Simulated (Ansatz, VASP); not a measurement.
## CdSe: VASP beside Ansatz

```
Cd Se
1.0
    -0.22727    2.94349    3.09841
     3.09841   -0.22727    3.09841
     2.87115    2.71623    0.00000
Cd Se
1 1
Direct
  0.00000 0.00000 0.00000
  0.75000 0.75000 0.75000
```

Change from the starting cell: engineering shear strain xz -0.1467, normal strain along z -0.0500.

Alike in both runs: task single point; functional PBE; k mesh 10 × 10 × 10; occupations gaussian, width 0.05 eV; no spin polarisation.

|  | VASP | Ansatz |
| --- | --- | --- |
| version | VASP 6.6.1 | Ansatz 0.2.0 |
| potentials or method | VASP PAW PBE potentials, release 64 (Cd, Se), cutoff 520 eV | scalar-relativistic, plane waves, PAW |
| valence electrons in the cell | 18 | 36 |

VASP gave:

```
gap on the k mesh at the Fermi level (eV)                     : 0.28
least direct gap on the mesh (eV)                             : 0.28
pressure (GPa)                                                : 4.7
traceless stress, the component that is largest in VASP (GPa) : 7.39
rms of the force components (eV/Å)                            : 0.658
```

Estimate Ansatz's values.

gap on the k mesh at the Fermi level (eV): 0.29; least direct gap on the mesh (eV): 0.29; pressure (GPa): 4.3; traceless stress, the component that is largest in VASP (GPa): 7.23; rms of the force components (eV/Å): 0.633.

Atom by atom the forces differ by 0.025 eV/Å (rms over components). The functional is the same, so the differences come from potentials, cutoffs and numerics. VASP's potentials hold 18 valence electrons a cell and Ansatz's 36, so a difference there can come from the potentials and not from the codes.
